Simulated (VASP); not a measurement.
# Ti (P6_3/mmc) in VASP: a series of runs

Ti is run at these levels: PBEsol, b88 exchange, pbe correlation; tasks: single point.

Everything below comes from runs of VASP 6.6.1. Logs are shortened: lines on timing, memory, paths and dates and some standing lists are left out, and cuts for length are marked.

## (1) The cell of the first run

The structure is hexagonal, space group P6_3/mmc (No. 194). Conventional cell: a = 2.950 Å, b = 2.950 Å, c = 4.680 Å, α = 90.00°, β = 90.00°, γ = 120.00°. Within 3.8 Å of Ti (site symmetry -6m2) lie 12 Ti at 2.89 to 2.95 Å.

## (2) Single point, PBEsol

File INCAR:

```
PREC     = Accurate       # precision mode
ENCUT    = 500            # plane-wave cutoff, eV
EDIFF    = 1E-6           # SCF threshold, eV
ISMEAR   = -1             # smearing method
SIGMA    = 0.15           # smearing width, eV
LREAL    = False          # projectors in reciprocal space
LASPH    = True           # aspherical terms in the spheres
NELM     = 120            # most SCF steps
ALGO     = Normal         # electronic algorithm
ISIF     = 2              # what is computed and relaxed
LWAVE    = False          # write WAVECAR
LCHARG   = False          # write CHGCAR
GGA      = PS             # functional
NBANDS   = 19             # bands
GGA_COMPAT= False
```

File KPOINTS:

```
Automatic mesh
0
Gamma
  10 10 6
```

File POSCAR:

```
Ti
1.0
    2.9500000000      0.0000000000      0.0000000000
   -1.4750000000      2.5547749412      0.0000000000
    0.0000000000      0.0000000000      4.6800000000
Ti
2
Direct
    0.6666666667      0.3333333333      0.7500000000
    0.3333333333      0.6666666667      0.2500000000
```

Potentials or basis: VASP PAW PBE potentials, release 64 (Ti_sv).

The run is started by

```sh
> cat potpaw_PBE.64/Ti_sv/POTCAR > POTCAR
> mpirun -np 1 vasp_std > vasp.out
```

OUTCAR:

```text
PREC = Accurate
   ENCUT = 500
   EDIFF = 1E-6
   ISMEAR = -1
   LREAL = False
   LASPH = True
   NELM = 120
   ISIF = 2
   GGA = PS

 ion  position               nearest neighbor table
   1  0.667  0.333  0.750-   2 2.89   2 2.89   2 2.89   2 2.89   2 2.89   2 2.89
   2  0.333  0.667  0.250-   1 2.89   1 2.89   1 2.89   1 2.89   1 2.89   1 2.89

  LATTYP: Found a hexagonal cell.
 ALAT       =     2.9500000000
 C/A-ratio  =     1.5864406780

  Lattice vectors:

 A1 = (   2.9500000000,   0.0000000000,   0.0000000000)
 A2 = (  -1.4750000000,   2.5547749412,   0.0000000000)
 A3 = (   0.0000000000,   0.0000000000,   4.6800000000)

Analysis of symmetry for initial positions (statically):
=====================================================================
 Subroutine PRICEL returns:
 Original cell was already a primitive cell.

 Routine SETGRP: Setting up the symmetry group for a
 hexagonal supercell.

 Subroutine GETGRP returns: Found 24 space group operations
 (whereof 12 operations were pure point group operations)
 out of a pool of 24 trial point group operations.

The static configuration has the point symmetry D_3d.
 The point group associated with its full space group is D_6h.

Analysis of symmetry for dynamics (positions and initial velocities):
=====================================================================
 Subroutine PRICEL returns:
 Original cell was already a primitive cell.

 Routine SETGRP: Setting up the symmetry group for a
 hexagonal supercell.

 Subroutine GETGRP returns: Found 24 space group operations
 (whereof 12 operations were pure point group operations)
 out of a pool of 24 trial point group operations.

The dynamic configuration has the point symmetry D_3d.
 The point group associated with its full space group is D_6h.

 Subroutine INISYM returns: Found 24 space group operations
 (whereof 12 operations are pure point group operations),
 and found     1 'primitive' translations

----------------------------------------------------------------------------------------

                                     Primitive cell

  volume of cell :      35.2712

  direct lattice vectors                    reciprocal lattice vectors
     2.950000000  0.000000000  0.000000000     0.338983051  0.195711956  0.000000000
    -1.475000000  2.554774941  0.000000000     0.000000000  0.391423911  0.000000000
     0.000000000  0.000000000  4.680000000     0.000000000  0.000000000  0.213675214

  length of vectors
     2.950000000  2.950000000  4.680000000     0.391423911  0.391423911  0.213675214

  position of ions in fractional coordinates (direct lattice)
     0.666666667  0.333333333  0.750000000
     0.333333333  0.666666667  0.250000000

  ion indices of the primitive-cell ions
   primitive index   ion index
                 1           1
                 2           2

----------------------------------------------------------------------------------------

 KPOINTS: Automatic mesh

Automatic generation of k-mesh.
 Grid dimensions read from file:
 generate k-points for:   10   10    6

 Generating k-lattice:

  Cartesian coordinates                     Fractional coordinates (reciprocal lattice)
     0.033898305  0.019571196  0.000000000     0.100000000 -0.000000000  0.000000000
     0.000000000  0.039142391  0.000000000     0.000000000  0.100000000  0.000000000
     0.000000000  0.000000000  0.035612536     0.000000000  0.000000000  0.166666667

  Length of vectors
     0.039142391  0.039142391  0.035612536

  Shift w.r.t. Gamma in fractional coordinates (k-lattice)
     0.000000000  0.000000000  0.000000000

 Subroutine IBZKPT returns following result:
 ===========================================

 Found     56 irreducible k-points:

 Following reciprocal coordinates:
            Coordinates               Weight
  0.000000  0.000000  0.000000      1.000000
  0.100000  0.000000  0.000000      6.000000
  0.200000  0.000000  0.000000      6.000000
  0.300000  0.000000  0.000000      6.000000
  0.400000  0.000000  0.000000      6.000000
  0.500000  0.000000  0.000000      3.000000
[... 16 lines left out ...]
  0.300000  0.100000  0.166667     24.000000
  0.400000  0.100000  0.166667     24.000000
 [... further k-points ...]
   k-points           NKPTS =     56   k-points in BZ     NKDIM =     56   number of bands    NBANDS=     19
   number of dos      NEDOS =    301   number of ions     NIONS =      2
   total plane-waves  NPLWV =  20736
   dimension x,y,z NGX =    24 NGY =   24 NGZ =   36
   dimension x,y,z NGXF=    48 NGYF=   48 NGZF=   72
   ions per type =               2
   NGX,Y,Z   is equivalent  to a cutoff of  13.53, 13.53, 12.79 a.u.
   NGXF,Y,Z  is equivalent  to a cutoff of  27.05, 27.05, 25.58 a.u.
 SYSTEM =  unknown system
   PREC   = accura    normal or accurate (medium, high low for compatibility)
   ISTART =      0    job   : 0-new  1-cont  2-samecut
   ICHARG =      2    charge: 1-file 2-atom 10-const
   ISPIN  =      1    spin polarized calculation?
   LNONCOLLINEAR =      F non collinear calculations
   LSORBIT =      F    spin-orbit coupling
   LASPH  =      T    aspherical Exc in radial PAW
   ENCUT  =  500.0 eV  36.75 Ry    6.06 a.u.   5.38  5.38  8.53*2*pi/ulx,y,z
   NELM   =    120;   NELMIN=  2; NELMDL= -5     # of ELM steps
   EDIFF  = 0.1E-05   stopping-criterion for ELM
   LREAL  =      F    real-space projection
   EDIFFG = 0.1E-04   stopping-criterion for IOM
   NSW    =      0    number of steps for IOM
   IBRION =     -1    ionic relax: 0-MD 1-quasi-New 2-CG
   NFREE  =      0    steps in history (QN), initial steepest desc. (CG)
   ISIF   =      2    stress and relaxation
   ISYM   =      2    0-nonsym 1-usesym 2-fastsym
   POTIM  = 0.5000    time-step for ionic-motion
   TEBEG  =    0.0;   TEEND  =   0.0 temperature during run
   PSTRESS=    0.0 pullay stress
   NELECT =      24.0000    total number of electrons
   NUPDOWN=      -1.0000    fix difference up-down
   EMIN   =  10.00;   EMAX   =-10.00  energy-range for DOS
   EFERMI =   0.00;   METHOD = LEGACY
   ISMEAR =    -1;   SIGMA  =   0.15  broadening in eV -4-tet -1-fermi 0-gaus
   EFERMI_NEDOS =   21; number of points for ismear=-14 and -15
   IALGO  =     38    algorithm
   IMIX   =      4    mixing-type and parameters
     AMIX     =   0.40;   BMIX     =  1.00
     AMIX_MAG =   1.60;   BMIX_MAG =  1.00
  volume/ion in A,a.u.               =      17.64       119.01
  Fermi-wavevector in a.u.,A,eV,Ry     =   1.439920  2.721055 28.209912  2.073370
  Thomas-Fermi vector in A             =   2.558722
   LORBIT       =      0    0 simple, 1 ext, 2 COOP (PROOUT), +10 PAW based schemes
   GGA     = PS    functional components
   LHFCALC =     F    Hartree Fock is set to
   AEXX    =    0.0000 exact exchange contribution
   IVDW    =     0    specifies the selected vdW correction
   LEPSILON=     F    determine dielectric tensor
   LRPA    =     F    only Hartree local field effects (RPA)
 non-spin polarized calculation
  energy-cutoff  :      500.00
  volume of cell :       35.27
 maximum number of plane-waves:       929
 NGX is ok and might be reduce to    24
   NGX = 11   NGY = 11   NGZ = 17

 number of electron      24.0000002 magnetization

 Free energy of the ion-electron system (eV)
  ---------------------------------------------------
  ext. energy  EPLUGINS =         0.00000000
  ---------------------------------------------------
  free energy    TOTEN  =       -16.73122427 eV

  energy without entropy =      -16.53473052  energy(sigma->0) =      -16.63297740

 E-fermi :   8.0071     XC(G=0): -11.5609

 val. band max:        7.9859032692   @ k =   0.1000   0.1000   0.0000
 cond. band min:       8.0087662806   @ k =   0.1000   0.0000   0.1667
 fundamental gap:      0.0228630113
 Fermi energy:         8.0070536085

 k-point     1 :       0.0000    0.0000    0.0000
  band No.  band energies     occupation
      1     -48.5847      2.00000
      2     -48.4543      2.00000
      3     -25.2481      2.00000
      4     -24.6448      2.00000
      5     -24.6448      2.00000
      6     -24.5649      2.00000
[... 11 lines left out ...]
     18       9.6644      0.00003
     19      11.1685      0.00000

 k-point     2 :       0.1000    0.0000    0.0000
  band No.  band energies     occupation
      1     -48.5753      2.00000
      2     -48.4505      2.00000
      3     -25.2271      2.00000
      4     -24.6877      2.00000
      5     -24.6590      2.00000
      6     -24.5925      2.00000
[... 11 lines left out ...]
     18       9.5171      0.00008
     19      11.2452      0.00000

 k-point     3 :       0.2000    0.0000    0.0000
  band No.  band energies     occupation
      1     -48.5501      2.00000
      2     -48.4415      2.00000
      3     -25.1682      2.00000
      4     -24.8013      2.00000
      5     -24.7062      2.00000
      6     -24.6949      2.00000
[... 11 lines left out ...]
     18       9.9559      0.00000
     19      11.3872      0.00000

 k-point     4 :       0.3000    0.0000    0.0000
  band No.  band energies     occupation
      1     -48.5166      2.00000
      2     -48.4324      2.00000
      3     -25.0842      2.00000
      4     -24.9434      2.00000
      5     -24.8408      2.00000
      6     -24.7372      2.00000
[... 11 lines left out ...]
     18      10.6166      0.00000
     19      11.4983      0.00000

 k-point     5 :       0.4000    0.0000    0.0000
  band No.  band energies     occupation
      1     -48.4858      2.00000
      2     -48.4287      2.00000
      3     -25.0589      2.00000
      4     -24.9972      2.00000
      5     -24.9458      2.00000
      6     -24.7703      2.00000
[... 11 lines left out ...]
     18      11.3553      0.00000
     19      11.5583      0.00000

 k-point     6 :       0.5000    0.0000    0.0000
  band No.  band energies     occupation
      1     -48.4718      2.00000
      2     -48.4294      2.00000
      3     -25.1031      2.00000
      4     -24.9851      2.00000
      5     -24.9525      2.00000
      6     -24.7827      2.00000
[... 11 lines left out ...]
     18      11.5779      0.00000
     19      12.3605      0.00000

 k-point     7 :       0.1000    0.1000    0.0000
  band No.  band energies     occupation
      1     -48.5580      2.00000
      2     -48.4442      2.00000
      3     -25.1871      2.00000
      4     -24.7550      2.00000
      5     -24.7139      2.00000
      6     -24.6454      2.00000
[... 11 lines left out ...]
     18       9.8650      0.00001
     19      11.3258      0.00000

 k-point     8 :       0.2000    0.1000    0.0000
  band No.  band energies     occupation
      1     -48.5286      2.00000
      2     -48.4352      2.00000
      3     -25.1153      2.00000
      4     -24.8721      2.00000
      5     -24.8160      2.00000
      6     -24.7073      2.00000
[... 256 lines left out ...]
 k-point    20 :       0.5000    0.0000    0.1667
  band No.  band energies     occupation
      1     -48.4690      2.00000
      2     -48.4323      2.00000
      3     -25.1403      2.00000
      4     -25.0269      2.00000
      5     -24.8920      2.00000
      6     -24.7718      2.00000
[... 11 lines left out ...]
     18      11.5658      0.00000
     19      12.0771      0.00000

 k-point    21 :       0.1000    0.1000    0.1667
  band No.  band energies     occupation
      1     -48.5505      2.00000
      2     -48.4519      2.00000
      3     -25.1549      2.00000
      4     -24.7427      2.00000
      5     -24.7271      2.00000
      6     -24.6692      2.00000
[... 11 lines left out ...]
     18       9.9757      0.00000
     19      11.2909      0.00000

 k-point    22 :       0.2000    0.1000    0.1667
  band No.  band energies     occupation
      1     -48.5224      2.00000
      2     -48.4415      2.00000
      3     -25.1047      2.00000
      4     -24.8595      2.00000
      5     -24.8252      2.00000
      6     -24.7174      2.00000
[... 11 lines left out ...]
     18      10.4896      0.00000
     19      11.3642      0.00000

 k-point    23 :       0.3000    0.1000    0.1667
  band No.  band energies     occupation
      1     -48.4915      2.00000
      2     -48.4337      2.00000
      3     -25.0812      2.00000
      4     -24.9639      2.00000
      5     -24.8952      2.00000
      6     -24.7653      2.00000
[... 11 lines left out ...]
     18      11.0495      0.00000
     19      11.5671      0.00000

 k-point    24 :       0.4000    0.1000    0.1667
  band No.  band energies     occupation
      1     -48.4691      2.00000
      2     -48.4321      2.00000
      3     -25.1172      2.00000
      4     -25.0097      2.00000
      5     -24.8957      2.00000
      6     -24.7869      2.00000
[... 11 lines left out ...]
     18      11.4323      0.00000
     19      12.1396      0.00000

 [... further k-points ...]
[... 5 lines left out ...]
  --------------------------------------------------------------------------------------
  -------------------------------------------------------------------------------------
  Total       -1.1993120     -1.1993120     -1.2433403      0.0000000     -0.0000000      0.0000000
  in kB      -54.4781354    -54.4781354    -56.4781001      0.0000000     -0.0000000      0.0000000
  external PRESSURE =     -55.1447903 kB  Pullay stress =       0.0000000 kB

 VOLUME and BASIS-vectors are now :
 -----------------------------------------------------------------------------
  energy-cutoff  :      500.00
  volume of cell :       35.27
      direct lattice vectors                 reciprocal lattice vectors
     2.950000000  0.000000000  0.000000000     0.338983051  0.195711956  0.000000000
    -1.475000000  2.554774941  0.000000000     0.000000000  0.391423911  0.000000000
     0.000000000  0.000000000  4.680000000     0.000000000  0.000000000  0.213675214

 POSITION                                       TOTAL-FORCE (eV/Angst)
 -----------------------------------------------------------------------------------
      1.47500      0.85159      3.51000         0.000000      0.000000      0.000000
     -0.00000      1.70318      1.17000         0.000000     -0.000000      0.000000
 -----------------------------------------------------------------------------------
    total drift:                               -0.000000      0.000000     -0.000000

  FREE ENERGIE OF THE ION-ELECTRON SYSTEM (eV)
  ---------------------------------------------------
  free  energy   TOTEN  =       -16.7312242679 eV

  energy  without entropy=      -16.5347305239  energy(sigma->0) =      -16.63297740
```

Wall time 12 s (1 thread of Intel Xeon 6975P-C (Granite Rapids), shared host); peak memory 0.16 GiB.

Results:

```
Free energy            : -16.7312 eV
Pressure               : -5.5 GPa
Band gap on the k mesh : zero (bands 12 and 13 overlap by 0.99 eV)
```

Levels at points of the mesh, in eV from the Fermi level:
```csv
k point,band 9,band 10,band 11,band 12,band 13,band 14,band 15,band 16
"(0.00, 0.00, 0.00)",-6.13,-2.61,0.77,0.81,0.81,0.93,1.30,1.30
"(0.50, 0.00, 0.00)",-2.29,-2.07,-1.76,-0.58,0.53,0.66,1.20,3.35
"(0.00, 0.00, 0.50)",-4.30,-4.30,0.14,0.14,0.72,0.72,0.72,0.72
"(0.50, 0.00, 0.50)",-2.46,-2.46,-0.75,-0.75,1.34,1.34,1.76,1.76
```

Caveat: the cell stands under tension; the PAW data sets were made with another functional, which shifts forces and pressure a little.

(Part 1 of 2 ends here.)
